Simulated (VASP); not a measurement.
Here is a VASP 6.6.1 calculation.

The input INCAR:

```
SYSTEM = MoP
  PREC = Accurate
  ENCUT = 520
  EDIFF = 1E-7
  ISMEAR = 0
  SIGMA = 0.1
  LREAL = .False.
  LASPH = .True.
  NELM = 100
  ALGO = Normal
  ISIF = 2
  LWAVE = .False.
  LCHARG = .False.
  LDIPOL = .True.
  IDIPOL = 3
  DIPOL = 0.5 0.5 0.500
  GGA = PS
  IBRION = 2
  NSW = 80
  EDIFFG = -0.02
  KPAR = 4
```

Contents of KPOINTS:

```
Automatic mesh
0
Gamma
  12 12 1
  0 0 0
```

Contents of POSCAR:

```
MoP
1.0
    3.2062346801      0.0000000000      0.0000000000
   -1.6031173401      2.7766806835      0.0000000000
    0.0000000000      0.0000000000     26.1094728379
P Mo
4 4
Direct
    0.3333333333      0.6666666667      0.2872520654
    0.3333333333      0.6666666667      0.4088223138
    0.3333333333      0.6666666667      0.5303925621
    0.3333333333      0.6666666667      0.6519628104
    0.0000000000      0.0000000000      0.3480371896
    0.0000000000      0.0000000000      0.4696074379
    0.0000000000      0.0000000000      0.5911776862
    0.0000000000      0.0000000000      0.7127479346
```

Potentials or basis: VASP PAW PBE potentials, release 64 (P, Mo_sv).

Launch:

```sh
$ cat potpaw_PBE.64/P/POTCAR potpaw_PBE.64/Mo_sv/POTCAR > POTCAR
$ mpirun -np 4 vasp_std > vasp.out
```

Problem. Predict the band gap on the k mesh.

Solution. Zero (bands 38 and 39 overlap by 0.92 eV).

Problem. What does it give for the energy gained by relaxing?

Solution. 27.1 meV/atom.

Final structure:
```cif
data_structure
_symmetry_space_group_name_H-M 'P 1'
_symmetry_Int_Tables_number 1
_cell_length_a 3.2062
_cell_length_b 3.2062
_cell_length_c 26.1095
_cell_angle_alpha 90.000
_cell_angle_beta 90.000
_cell_angle_gamma 120.000
_cell_volume 232.44
loop_
_atom_site_label
_atom_site_type_symbol
_atom_site_fract_x
_atom_site_fract_y
_atom_site_fract_z
_atom_site_occupancy
P1 P 0.33333 0.66667 0.28638 1
P2 P 0.33333 0.66667 0.40938 1
P3 P 0.33333 0.66667 0.53131 1
P4 P 0.33333 0.66667 0.65520 1
Mo1 Mo 0.00000 0.00000 0.34745 1
Mo2 Mo 0.00000 0.00000 0.46988 1
Mo3 Mo 0.00000 0.00000 0.59155 1
Mo4 Mo 0.00000 0.00000 0.70884 1
```
